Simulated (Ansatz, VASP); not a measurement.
LiF in VASP and in Ansatz

File INCAR:

```
SYSTEM = LiF
ALGO = Normal
EDIFF = 1E-8
ENCUT = 520
ISIF = 2
ISMEAR = -1
LASPH = .True.
LCHARG = .False.
LEFG = .True.
LREAL = .False.
LWAVE = .False.
NBANDS = 12
NELM = 80
PREC = Accurate
SIGMA = 0.03
```

Contents of KPOINTS:

```
k-points
0
Gamma
  10 10 10
  0 0 0
```

POSCAR

```
LiF
1.0
    0.0000000000      1.9970748301      1.9970748301
    1.9970748301      0.0000000000      1.9970748301
    1.9970748301      1.9970748301      0.0000000000
Li F
1 1
Direct
    0.0000000000      0.0000000000      0.0000000000
    0.5000000000      0.5000000000      0.5000000000
```

Input for Ansatz:

```yaml
crystal:
  lattice:
    - [0.0, 1.9970748301, 1.9970748301]
    - [1.9970748301, 0.0, 1.9970748301]
    - [1.9970748301, 1.9970748301, 0.0]
  atoms:
    - { symbol: Li, position: [0.0, 0.0, 0.0] }
    - { symbol: F, position: [0.5, 0.5, 0.5] }
kpoints:
  mp_grid: { grid: [10, 10, 10] }
scf:
  occupations: { method: fermi_dirac, width: 0.03 }
hamiltonian:
  xc: lda
  pseudopotentials: { kind: paw }
output:
  forces: true
  stress: true
  eigenvalues: true
  efg: { contact_densities: true }
  write_density: true
  write_potential: true
  elf: true
  volumetric_format: npy
```

Change from the starting cell: volume scaled by 0.975, PAW files.

Alike in both runs: task electric field gradients; functional LDA; k mesh 10 × 10 × 10; occupations fermi-dirac, width 0.03 eV; no spin polarisation.

```csv
,VASP,Ansatz
version,VASP 6.6.1,Ansatz 0.2.0
potentials or method,"VASP PAW LDA potentials, release 64 (Li_sv, F)","PAW with Ansatz's default frozen-core files, scalar-relativistic"
plane-wave cutoff (eV),520,420
valence electrons in the cell,10,10
```

```tsv
	VASP	Ansatz	Ansatz less VASP
gap on the k mesh at the Fermi level (eV)	9.07	9.07	+0.005
```

LDA's correlation is that of Perdew and Zunger in VASP and of Perdew and Wang (1992) in Ansatz.

Noted on VASP's run: the cutoff is short for stress, so the pressure is rough.
